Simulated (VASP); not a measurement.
# SiO2 (P4_2/mnm) in VASP: notebook

SiO2 is run at these levels: PBE; tasks: single point.

All numbers are computed with VASP 6.6.1; they aren't measurements. Logs are shortened: lines on timing, memory, paths and dates and some standing lists are left out, and cuts for length are marked.

## (1) The cell of the first run

The structure is tetragonal, space group P4_2/mnm (No. 136). The conventional cell has a = 3.897 Å, b = 3.897 Å, c = 2.906 Å, α = 90.00°, β = 90.00°, γ = 90.00°. Within 2.2 Å of Si (site symmetry mmm) lie 6 O at 1.69 to 1.80 Å. Within 2.2 Å of O (site symmetry m2m) lie 3 Si at 1.69 to 1.80 Å and 1 O at 2.13 Å.

## (2) Single point, PBE (strain -0.080 along x and y, +0.080 along z)

File INCAR:

```
SYSTEM = SiO2
PREC = Accurate
ENCUT = 520
EDIFF = 1E-7
ISMEAR = 0
SIGMA = 0.05
LREAL = .FALSE.
LASPH = .TRUE.
NELM = 60
ALGO = Normal
ISIF = 2
LWAVE = .FALSE.
LCHARG = .FALSE.
GGA = PE
NBANDS = 25
```

File KPOINTS:

```
regular mesh
0
G
  6 6 8
  0 0 0
```

File POSCAR:

```
SiO2
1.0
    3.8972272116      0.0000000000      0.0000000000
    0.0000000000      3.8972272116      0.0000000000
    0.0000000000      0.0000000000      2.9057163548
Si O
2 4
Direct
    0.5000000000      0.5000000000      0.5000000000
    0.0000000000      0.0000000000      0.0000000000
    0.6930152167      0.6930152167      0.0000000000
    0.1930152167      0.8069847833      0.5000000000
    0.3069847833      0.3069847833      0.0000000000
    0.8069847833      0.1930152167      0.5000000000
```

Potentials or basis: VASP PAW PBE potentials, release 64 (Si, O).

Launch:

```
cat potpaw_PBE.64/Si/POTCAR potpaw_PBE.64/O/POTCAR > POTCAR
mpirun -np 1 vasp_std > vasp.out
```

OUTCAR:

```text
SYSTEM = SiO2
   PREC = Accurate
   ENCUT = 520
   EDIFF = 1E-7
   ISMEAR = 0
   LREAL = .FALSE.
   LASPH = .TRUE.
   NELM = 60
   ISIF = 2
   GGA = PE

 ion  position               nearest neighbor table
   1  0.500  0.500  0.500-   4 1.69   6 1.69   5 1.80   3 1.80   3 1.80   5 1.80   2 3.12   2 3.12
                             2 3.12   2 3.12   2 3.12   2 3.12   2 3.12   2 3.12
   2  0.000  0.000  0.000-   3 1.69   5 1.69   4 1.80   6 1.80   4 1.80   6 1.80   1 3.12   1 3.12
                             1 3.12   1 3.12   1 3.12   1 3.12   1 3.12   1 3.12
   3  0.693  0.693  0.000-   2 1.69   1 1.80   1 1.80
   4  0.193  0.807  0.500-   1 1.69   2 1.80   2 1.80
   5  0.307  0.307  0.000-   2 1.69   1 1.80   1 1.80
   6  0.807  0.193  0.500-   1 1.69   2 1.80   2 1.80

  LATTYP: Found a simple tetragonal cell.
 ALAT       =     3.8972272116
 C/A-ratio  =     0.7455855656

  Lattice vectors:

 A1 = (   3.8972272116,   0.0000000000,   0.0000000000)
 A2 = (   0.0000000000,   3.8972272116,   0.0000000000)
 A3 = (   0.0000000000,   0.0000000000,   2.9057163548)

Analysis of symmetry for initial positions (statically):
=====================================================================
 Subroutine PRICEL returns:
 Original cell was already a primitive cell.

 Routine SETGRP: Setting up the symmetry group for a
 simple tetragonal supercell.

 Subroutine GETGRP returns: Found 16 space group operations
 (whereof  8 operations were pure point group operations)
 out of a pool of 16 trial point group operations.

The static configuration has the point symmetry D_2h.
 The point group associated with its full space group is D_4h.

Analysis of symmetry for dynamics (positions and initial velocities):
=====================================================================
 Subroutine PRICEL returns:
 Original cell was already a primitive cell.

 Routine SETGRP: Setting up the symmetry group for a
 simple tetragonal supercell.

 Subroutine GETGRP returns: Found 16 space group operations
 (whereof  8 operations were pure point group operations)
 out of a pool of 16 trial point group operations.

The dynamic configuration has the point symmetry D_2h.
 The point group associated with its full space group is D_4h.

 Subroutine INISYM returns: Found 16 space group operations
 (whereof  8 operations are pure point group operations),
 and found     1 'primitive' translations

----------------------------------------------------------------------------------------

                                     Primitive cell

  volume of cell :      44.1331
[... 97 lines left out ...]
   EDIFF  = 0.1E-06   stopping-criterion for ELM
   LREAL  =      F    real-space projection
   EDIFFG = 0.1E-05   stopping-criterion for IOM
   NSW    =      0    number of steps for IOM
   IBRION =     -1    ionic relax: 0-MD 1-quasi-New 2-CG
   NFREE  =      0    steps in history (QN), initial steepest desc. (CG)
   ISIF   =      2    stress and relaxation
   ISYM   =      2    0-nonsym 1-usesym 2-fastsym
   POTIM  = 0.5000    time-step for ionic-motion
   TEBEG  =    0.0;   TEEND  =   0.0 temperature during run
   PSTRESS=    0.0 pullay stress
   NELECT =      32.0000    total number of electrons
   NUPDOWN=      -1.0000    fix difference up-down
   EMIN   =  10.00;   EMAX   =-10.00  energy-range for DOS
   EFERMI =   0.00;   METHOD = LEGACY
   ISMEAR =     0;   SIGMA  =   0.05  broadening in eV -4-tet -1-fermi 0-gaus
   EFERMI_NEDOS =   21; number of points for ismear=-14 and -15
   IALGO  =     38    algorithm
   IMIX   =      4    mixing-type and parameters
     AMIX     =   0.40;   BMIX     =  1.00
     AMIX_MAG =   1.60;   BMIX_MAG =  1.00
  volume/ion in A,a.u.               =       7.36        49.64
  Fermi-wavevector in a.u.,A,eV,Ry     =   1.470742  2.779300 29.430532  2.163083
  Thomas-Fermi vector in A             =   2.585962
   LORBIT       =      0    0 simple, 1 ext, 2 COOP (PROOUT), +10 PAW based schemes
   GGA     = PE    functional components
   LHFCALC =     F    Hartree Fock is set to
   AEXX    =    0.0000 exact exchange contribution
   IVDW    =     0    specifies the selected vdW correction
   LEPSILON=     F    determine dielectric tensor
   LRPA    =     F    only Hartree local field effects (RPA)
 non-spin polarized calculation
 Gauss-broadening in eV      SIGMA  =   0.05
  energy-cutoff  :      520.00
  volume of cell :       44.13
 maximum number of plane-waves:      1212
 NGX is ok and might be reduce to    30
   NGX = 15   NGY = 15   NGZ = 11

 number of electron      31.9999968 magnetization

 Free energy of the ion-electron system (eV)
  ---------------------------------------------------
  ext. energy  EPLUGINS =         0.00000000
  ---------------------------------------------------
  free energy    TOTEN  =       -45.01088667 eV

  energy without entropy =      -45.01088667  energy(sigma->0) =      -45.01088667

 E-fermi :   9.2135     XC(G=0): -12.6164

 val. band max:        8.9349595093   @ k =   0.0000   0.0000   0.0000
 cond. band min:      14.0459045346   @ k =   0.0000   0.0000   0.0000
 fundamental gap:      5.1109450253
 Fermi energy:         9.2135469310

 k-point     1 :       0.0000    0.0000    0.0000
  band No.  band energies     occupation
      1     -13.8752      2.00000
      2      -9.5969      2.00000
      3      -9.5969      2.00000
      4      -9.2179      2.00000
      5      -1.9703      2.00000
      6       1.9136      2.00000
[... 661 lines left out ...]
     24      22.1574      0.00000
     25      23.3878      0.00000

 [... further k-points ...]
[... 5 lines left out ...]
  --------------------------------------------------------------------------------------
  -------------------------------------------------------------------------------------
  Total       14.0865723     14.0865723     -3.9251071      0.0000000      0.0000000      0.0000000
  in kB      511.3888344    511.3888344   -142.4942762      0.0000000      0.0000000      0.0000000
  external PRESSURE =     293.4277975 kB  Pullay stress =       0.0000000 kB

 VOLUME and BASIS-vectors are now :
 -----------------------------------------------------------------------------
  energy-cutoff  :      520.00
  volume of cell :       44.13
      direct lattice vectors                 reciprocal lattice vectors
     3.897227212  0.000000000  0.000000000     0.256592686  0.000000000  0.000000000
     0.000000000  3.897227212  0.000000000     0.000000000  0.256592686  0.000000000
     0.000000000  0.000000000  2.905716355     0.000000000  0.000000000  0.344149214

 POSITION                                       TOTAL-FORCE (eV/Angst)
 -----------------------------------------------------------------------------------
      1.94861      1.94861      1.45286         0.000000      0.000000      0.000000
      0.00000      0.00000      0.00000         0.000000      0.000000      0.000000
      2.70084      2.70084      0.00000         0.750785      0.750785     -0.000000
      0.75222      3.14500      1.45286         0.750785     -0.750785      0.000000
      1.19639      1.19639      0.00000        -0.750785     -0.750785      0.000000
      3.14500      0.75222      1.45286        -0.750785      0.750785     -0.000000
 -----------------------------------------------------------------------------------
    total drift:                               -0.000000      0.000000     -0.000000

  FREE ENERGIE OF THE ION-ELECTRON SYSTEM (eV)
  ---------------------------------------------------
  free  energy   TOTEN  =       -45.0108866651 eV

  energy  without entropy=      -45.0108866651  energy(sigma->0) =      -45.01088667
```

Run time: 27 s. Hardware: 1 thread of Intel Xeon 6975P-C (Granite Rapids), shared host; peak memory 0.17 GiB.

Results:

* Free energy: -45.0109 eV
* Pressure: 29.3 GPa
* Largest force: 1.062 eV/Å
* Band gap on the k mesh: 5.11 eV, direct

Forces in eV/Å, atoms in the order of the input:
```
Si   0.000  0.000  0.000
Si   0.000  0.000  0.000
O    0.751  0.751  0.000
O    0.751 -0.751  0.000
O   -0.751 -0.751  0.000
O   -0.751  0.751  0.000
```

Stress tensor (GPa, compression positive):
```
 51.14   0.00   0.00
  0.00  51.14   0.00
  0.00   0.00 -14.25
```

Levels at points of the mesh, in eV from the valence-band top:
| k point | band 12 | band 13 | band 14 | band 15 | band 16 | band 17 | band 18 | band 19 | band 20 | band 21 |
| --- | --- | --- | --- | --- | --- | --- | --- | --- | --- | --- |
| (0.00, 0.00, 0.00) | -3.58 | -2.74 | -0.56 | -0.56 | 0.00 | 5.11 | 5.86 | 7.05 | 7.05 | 10.29 |
| (0.50, 0.00, 0.00) | -3.79 | -2.91 | -2.91 | -0.87 | -0.87 | 7.22 | 7.22 | 8.03 | 8.03 | 12.42 |
| (0.50, 0.50, 0.00) | -3.87 | -3.02 | -3.02 | -1.63 | -1.63 | 6.89 | 6.89 | 9.43 | 9.43 | 14.20 |
| (0.00, 0.00, 0.50) | -4.02 | -3.52 | -3.52 | -2.44 | -2.44 | 10.24 | 10.24 | 12.34 | 12.34 | 12.66 |
| (0.50, 0.00, 0.50) | -3.87 | -1.74 | -1.74 | -1.47 | -1.47 | 9.96 | 9.96 | 12.12 | 12.12 | 12.74 |
| (0.50, 0.50, 0.50) | -3.75 | -1.22 | -1.22 | -1.16 | -1.16 | 8.54 | 8.54 | 12.12 | 12.12 | 12.39 |

Caveat: the cell differs from its parent crystal (strain -0.080 along x and y, +0.080 along z); forces of over 1 eV/Å act on the atoms, so gaps and moduli don't describe the material at rest. A k mesh can miss the band edges.

(Continued in part 2 of 2.)
